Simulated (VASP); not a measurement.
Set up this calculation in VASP 6.6.1, as the native input.

- Task: single point
- Functional: PBEsol
- Potentials or basis: VASP PAW PBE potentials, release 64 (Co, O)
- Cutoff: 520 eV
- k mesh: 18 × 18 × 18
- Occupations: gaussian, width 0.1 eV
- Spin: collinear spin, ferromagnetic start
- Starting moments: [1.98, 0.11] μB
- Fixed moment: 2 μB
- Dipole correction: no
- Further INCAR settings: ALGO = Normal; EDIFF = 1e-07; NBANDS = 18

The structure of CoO lies in POSCAR:

```
CoO
1.0
    1.5054695445      0.8691832468      2.4399269062
   -1.5054695445      0.8691832468      2.4399269062
    0.0000000000     -1.7383664936      2.4399269062
Co O
1 1
Direct
    0.0000000000      0.0000000000      0.0000000000
    0.5000000000      0.5000000000      0.5000000000
```

The input as run:

INCAR

```
PREC     = Accurate       # precision mode
ENCUT    = 520            # plane-wave cutoff, eV
EDIFF    = 1E-7           # SCF threshold, eV
ISMEAR   = 0              # smearing method
SIGMA    = 0.1            # smearing width, eV
LREAL    = False          # projectors in reciprocal space
LASPH    = True           # aspherical terms in the spheres
NELM     = 150            # most SCF steps
ALGO     = Normal         # electronic algorithm
ISIF     = 2              # what is computed and relaxed
LWAVE    = False          # write WAVECAR
LCHARG   = False          # write CHGCAR
ISPIN    = 2              # spin polarisation
MAGMOM   = 1.98 0.11      # initial moments
LORBIT   = 11             # projections on sites
NUPDOWN  = 2.0            # fixed moment
LMAXMIX  = 4              # l up to which the mixer works
GGA      = PS             # functional
NBANDS   = 18             # bands
```

KPOINTS

```
regular mesh
0
Gamma
  18 18 18
```

Potentials or basis: VASP PAW PBE potentials, release 64 (Co, O).

The run is started by

```bash
$ cat potpaw_PBE.64/Co/POTCAR potpaw_PBE.64/O/POTCAR > POTCAR
$ mpirun -np 1 vasp_std > vasp.out
```

Results of the run:

```
Pressure                                              : -17.8 GPa
Net moment                                            : 2.00 μB per cell
Site moments                                          : Co +1.87; O +0.10 μB
Valence electrons inside the program's atomic spheres : Co 7.87; O 4.92
```

Caveat: the cell stands under tension; the PAW data sets were made with another functional, which shifts forces and pressure a little; the total moment is fixed, so each spin has its own Fermi level and the state may be an excited one; a cell with one magnetic atom can't hold antiferromagnetic order, which such compounds often take.

Run time: 13 min on 1 thread of Oxide Virtual Turin-like Processor (shared host), peak memory 0.36 GiB.
